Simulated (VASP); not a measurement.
Set up this calculation in VASP 6.6.1, as the native input.

```yaml
Task: electric field gradients
Functional: PBE
Potentials_or_basis: VASP PAW PBE potentials, release 64 (K_sv, Ti_sv, I, O)
Cutoff: 520 eV
k_mesh: 3 × 3 × 3
Occupations: fermi-dirac, width 0.02 eV
Spin: no spin polarisation
Dipole_correction: no
Further_INCAR_settings: LREAL = Auto; ALGO = Normal; EDIFF = 1e-08; NBANDS = 109
```

The structure of K2TiI6O18 lies in POSCAR:

```
K2TiI6O18
1.0
    5.6351500000      3.2534553694      3.7838000000
   -5.6351500000      3.2534553694      3.7838000000
    0.0000000000     -6.5069107388      3.7838000000
K Ti I O
2 1 6 18
Direct
    0.1758898370      0.1758898370      0.1758898370
    0.8241101630      0.8241101630      0.8241101630
    0.5000000000      0.5000000000      0.5000000000
    0.7084527776      0.1233947382      0.3371627652
    0.3371627652      0.7084527776      0.1233947382
    0.1233947382      0.3371627652      0.7084527776
    0.2915472224      0.8766052618      0.6628372348
    0.6628372348      0.2915472224      0.8766052618
    0.8766052618      0.6628372348      0.2915472224
    0.5518222393      0.3024041705      0.3277505300
    0.3277505300      0.5518222393      0.3024041705
    0.3024041705      0.3277505300      0.5518222393
    0.4481777607      0.6975958295      0.6722494700
    0.6722494700      0.4481777607      0.6975958295
    0.6975958295      0.6722494700      0.4481777607
    0.9135049578      0.2900037828      0.3856126946
    0.3856126946      0.9135049578      0.2900037828
    0.2900037828      0.3856126946      0.9135049578
    0.0864950422      0.7099962172      0.6143873054
    0.6143873054      0.0864950422      0.7099962172
    0.7099962172      0.6143873054      0.0864950422
    0.6886228713      0.0725124541      0.0908651862
    0.0908651862      0.6886228713      0.0725124541
    0.0725124541      0.0908651862      0.6886228713
    0.3113771287      0.9274875459      0.9091348138
    0.9091348138      0.3113771287      0.9274875459
    0.9274875459      0.9091348138      0.3113771287
```

These files were run (other wordings do the same):

INCAR

```
SYSTEM = K2TiI6O18
  ALGO = Normal
  EDIFF = 1E-8
  ENCUT = 520
  GGA = PE
  ISIF = 2
  ISMEAR = -1
  LASPH = .TRUE.
  LCHARG = .FALSE.
  LEFG = .TRUE.
  LREAL = Auto
  LWAVE = .FALSE.
  NBANDS = 109
  NELM = 80
  PREC = Accurate
  SIGMA = 0.02
```

KPOINTS

```
k-points
0
G
  3 3 3
  0 0 0
```

Potentials or basis: VASP PAW PBE potentials, release 64 (K_sv, Ti_sv, I, O).

The run is started by

```sh
$ cat potpaw_PBE.64/K_sv/POTCAR potpaw_PBE.64/Ti_sv/POTCAR potpaw_PBE.64/I/POTCAR potpaw_PBE.64/O/POTCAR > POTCAR
$ mpirun -np 1 vasp_std > vasp.out
```

It gave:

```
Pressure                                : 1.7 GPa
Largest force                           : 0.105 eV/Å
Band gap on the k mesh                  : 2.79 eV (least direct gap 2.84 eV)
Largest electric field gradient by atom : K +11.5; Ti -6.9; I -510.3; O +124.4, +140.5, +153.4 (each value once) V/Å²
```

Caveat: without QUAD_EFG the Cq values of the log hold for a quadrupole moment of 1 mb, not for the nuclei; spin-orbit coupling is left out, which moves the levels of the heavy elements.

Run time: 8 min on 1 thread of Intel(R) Xeon(R) Platinum 8488C (Sapphire Rapids), with other jobs on the host, peak memory 0.5 GiB.
